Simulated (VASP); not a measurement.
# Au (P6_3/mmc) in VASP: further runs, part 2 of 2

VASP 6.6.1. Earlier steps stand in the parts before.

## 5. Relaxation of cell and atoms, PBE, target pressure 150 GPa, at which the enthalpy is minimised

This run uses another cell than the first one: it holds 2 atoms, not 4.

Contents of INCAR:

```
SYSTEM = Au
ALGO = Normal ; EDIFF = 1E-6
EDIFFG = -0.005 ; ENCUT = 600
GGA = PE ; IBRION = 2
ISIF = 3 ; ISMEAR = -1
LASPH = .TRUE. ; LCHARG = .FALSE.
LREAL = .FALSE. ; LWAVE = .FALSE.
NELM = 100 ; NSW = 32
PREC = Accurate ; PSTRESS = 1500.0
SIGMA = 0.1
```

Contents of KPOINTS:

```
k-points
0
G
  17 17 9
  0 0 0
```

Contents of POSCAR:

```
Au
1.0
    2.5871890903      0.0000000000      0.0000000000
   -1.2935945451      2.2405714766      0.0000000000
    0.0000000000      0.0000000000      4.2765819322
Au
2
Direct
    0.3333333333      0.6666666667      0.2500000000
    0.6666666667      0.3333333333      0.7500000000
```

Potentials or basis: VASP PAW PBE potentials, release 64 (Au).

The run is started by

```sh
cat potpaw_PBE.64/Au/POTCAR > POTCAR
mpirun -np 1 vasp_std > vasp.out
```

OUTCAR:

```text
SYSTEM = Au
   EDIFF = 1E-6
   EDIFFG = -0.005
   ENCUT = 600
   GGA = PE
   IBRION = 2
   ISIF = 3
   ISMEAR = -1
   LASPH = .TRUE.
   LREAL = .FALSE.
   NELM = 100
   NSW = 32
   PREC = Accurate
   PSTRESS = 1500.0

 ion  position               nearest neighbor table
   1  0.333  0.667  0.250-   2 2.61   2 2.61   2 2.61   2 2.61   2 2.61   2 2.61
   2  0.667  0.333  0.750-   1 2.61   1 2.61   1 2.61   1 2.61   1 2.61   1 2.61

  LATTYP: Found a hexagonal cell.
 ALAT       =     2.5871890903
 C/A-ratio  =     1.6529839076

  Lattice vectors:
[... 626 lines left out ...]
  Direction    XX          YY          ZZ          XY          YZ          ZX
  --------------------------------------------------------------------------------------
  -------------------------------------------------------------------------------------
  Total       23.2062756     23.2062756     23.2143362      0.0000000      0.0000000      0.0000000
  in kB     1499.7962270   1499.7962270   1500.3171759      0.0000000      0.0000000      0.0000000
  external PRESSURE =      -0.0301234 kB  Pullay stress =    1500.0000000 kB

 VOLUME and BASIS-vectors are now :
 -----------------------------------------------------------------------------
  energy-cutoff  :      600.00
  volume of cell :       24.79
      direct lattice vectors                 reciprocal lattice vectors
     2.587189090  0.000000000  0.000000000     0.386519874  0.223157353  0.000000000
    -1.293594545  2.240571477  0.000000000     0.000000000  0.446314706  0.000000000
     0.000000000  0.000000000  4.276581932     0.000000000  0.000000000  0.233831601

 POSITION                                       TOTAL-FORCE (eV/Angst)
 -----------------------------------------------------------------------------------
     -0.00000      1.49371      1.06915         0.000000      0.000000      0.000000
      1.29359      0.74686      3.20744        -0.000000     -0.000000      0.000000
 -----------------------------------------------------------------------------------
    total drift:                               -0.000000      0.000000     -0.000000

  FREE ENERGIE OF THE ION-ELECTRON SYSTEM (eV)
  ---------------------------------------------------
  free  energy   TOTEN  =        -2.9636483374 eV

  energy  without entropy=       -2.9517614987  energy(sigma->0) =       -2.95770492

  enthalpy is  TOTEN    =        20.2457802121 eV   P V=       23.2094285495

 reached required accuracy - stopping structural energy minimisation
```

CONTCAR:

```text
Au
   1.00000000000000
     2.5871890902999999    0.0000000000000000    0.0000000000000000
    -1.2935945450999999    2.2405714766000000    0.0000000000000000
     0.0000000000000000    0.0000000000000000    4.2765819322000000
  Au
     2
Direct
     0.3333333332999970    0.6666666667000030    0.2500000000000000
     0.6666666667000030    0.3333333332999970    0.7500000000000000

  0.00000000E+00  0.00000000E+00  0.00000000E+00
  0.00000000E+00  0.00000000E+00  0.00000000E+00
```

Run time: 83 s. Hardware: 1 thread of Intel Xeon 8259CL, shared host; peak memory 0.21 GiB.

What came out:

```
Free energy             : -2.9636 eV
Pressure after relaxing : 150.0 GPa
Band gap on the k mesh  : zero (band 11 reaches 20.67 eV, above the bottom of band 12 at 12.64 eV)
```

Final structure:
```cif
data_structure
_symmetry_space_group_name_H-M 'P 1'
_symmetry_Int_Tables_number 1
_cell_length_a 2.5872
_cell_length_b 2.5872
_cell_length_c 4.2766
_cell_angle_alpha 90.000
_cell_angle_beta 90.000
_cell_angle_gamma 120.000
_cell_volume 24.79
loop_
_atom_site_label
_atom_site_type_symbol
_atom_site_fract_x
_atom_site_fract_y
_atom_site_fract_z
_atom_site_occupancy
Au1 Au 0.33333 0.66667 0.25000 1
Au2 Au 0.66667 0.33333 0.75000 1
```

Caveat: the relaxation stopped at its first step, so nothing moved; the cell is relaxed towards a set pressure, so the enthalpy falls and the energy may rise; spin-orbit coupling is left out, which moves the levels of the heavy elements.

## 6. Relaxation of cell and atoms, PBE, target pressure 150 GPa, at which the enthalpy is minimised

This run uses another cell than the first one, of 12.36 Å³/atom, 0.997 times its volume.

Contents of INCAR:

```
SYSTEM = Au
ALGO = Normal ; EDIFF = 1E-7
EDIFFG = -0.005 ; ENCUT = 600
GGA = PE ; IBRION = 2
ISIF = 3 ; ISMEAR = -1
LASPH = .True. ; LCHARG = .False.
LREAL = .False. ; LWAVE = .False.
NELM = 100 ; NSW = 60
PREC = Accurate ; PSTRESS = 1500.0
SIGMA = 0.1
```

Contents of KPOINTS:

```
k-points
0
Gamma
  14 14 4
  0 0 0
```

Contents of POSCAR:

```
Au
1.0
    2.5997360883      0.0000000000      0.0000000000
   -1.2998680442      2.2514374956      0.0000000000
    0.0000000000      0.0000000000      8.4491422870
Au
4
Direct
    0.0000000000      0.0000000000      0.0000000000
    0.0000000000      0.0000000000      0.5000000000
    0.3333333333      0.6666666667      0.2500000000
    0.6666666667      0.3333333333      0.7500000000
```

Potentials or basis: VASP PAW PBE potentials, release 64 (Au).

The run is started by

```sh
cat potpaw_PBE.64/Au/POTCAR > POTCAR
mpirun -np 1 vasp_std > vasp.out
```

Run time: 14 min. Hardware: 1 thread of Intel Xeon 8259CL, shared host; peak memory 0.25 GiB.

Results (log left out):

```yaml
Free_energy: -5.9221 eV
Relaxed_volume: 12.39 Å³/atom
Relaxed_cell: a = 2.588 Å, b = 2.588 Å, c = 8.545 Å, α = 90.00°, β = 90.00°, γ = 120.00°
Space_group_after_relaxing_to_0.05_Å: P6_3/mmc (No. 194)
Energy_change_on_relaxing_the_enthalpy_is_what_falls: -32.7 meV/atom
Ionic_steps: 10
Pressure_after_relaxing: 150.0 GPa
Band_gap_on_the_k_mesh: zero (band 22 reaches 19.41 eV, above the bottom of band 23 at 13.02 eV)
```

The path:
```csv
step,energy change (eV),largest force (eV/Å),pressure (GPa),volume (Å³)
1,0.0000,0.0000,152.23,49.45
2,-1.0945,0.0000,132.74,50.68
3,-0.3108,0.0000,146.76,49.78
4,0.1321,0.0000,154.54,49.31
5,-0.1492,0.0000,149.63,49.60
6,-0.1458,0.0000,149.70,49.60
7,-0.0814,0.0000,150.84,49.53
8,-0.1252,0.0000,150.07,49.57
9,-0.1262,0.0000,150.05,49.57
10,-0.1306,0.0000,149.97,49.58
```

Final structure:
```yaml
crystal:
  lattice:
    - [2.58841, 0.00000, 0.00000]
    - [-1.29421, 2.24163, 0.00000]
    - [0.00000, 0.00000, 8.54482]
  atoms:
    - { symbol: Au, position: [0.00000, 0.00000, 0.00000] }
    - { symbol: Au, position: [0.00000, 0.00000, 0.50000] }
    - { symbol: Au, position: [0.33333, 0.66667, 0.25000] }
    - { symbol: Au, position: [0.66667, 0.33333, 0.75000] }
```

Levels at points of the mesh, in eV from the Fermi level:
```csv
k point,band 18,band 19,band 20,band 21,band 22,band 23,band 24,band 25,band 26
"(0.00, 0.00, 0.00)",-4.19,-4.19,-3.59,-3.59,-2.89,-2.57,-2.57,4.82,11.79
"(0.50, 0.00, 0.00)",-2.14,-2.00,-1.96,-1.95,-1.06,1.48,1.86,5.58,5.67
"(0.00, 0.00, 0.50)",-4.59,-4.59,-4.59,-3.02,-3.02,-3.02,-3.02,8.07,8.07
"(0.50, 0.00, 0.50)",-2.27,-1.99,-1.99,0.05,0.05,1.32,1.32,5.71,5.71
```

Caveat: the cell is relaxed towards a set pressure, so the enthalpy falls and the energy may rise; spin-orbit coupling is left out, which moves the levels of the heavy elements.

## 7. Summary

```csv
task,cell,k mesh,cutoff (eV),gap on the mesh (eV),pressure (GPa)
single point,"a = 2.588, b = 2.588, c = 8.545 Å, angles 90.0, 90.0, 120.0°, 4 atoms",14 × 14 × 4,520,none,149.8
relaxation of cell and atoms,"relaxed to 150 GPa from a = 2.602, b = 2.602, c = 4.216 Å, angles 90.0, 90.0, 120.0°, 2 atoms",17 × 17 × 9,600,none,150.0
relaxation of cell and atoms,"relaxed to 150 GPa from a = 2.587, b = 2.587, c = 4.277 Å, angles 90.0, 90.0, 120.0°, 2 atoms",17 × 17 × 9,600,none,150.0
relaxation of cell and atoms,"relaxed to 150 GPa from a = 2.600, b = 2.600, c = 8.449 Å, angles 90.0, 90.0, 120.0°, 4 atoms",14 × 14 × 4,600,none,150.0
```

Alike in all rows: level PBE; potentials or basis VASP PAW PBE potentials, release 64 (Au); no spin polarisation; smearing fermi-dirac 0.1 eV.

Caveats: spin-orbit coupling is left out, which moves the levels of the heavy elements; the cell is relaxed towards a set pressure, so the enthalpy falls and the energy may rise (some runs); the relaxation stopped at its first step, so nothing moved (some runs).

Absolute energies hang on the potentials; compare differences alone.
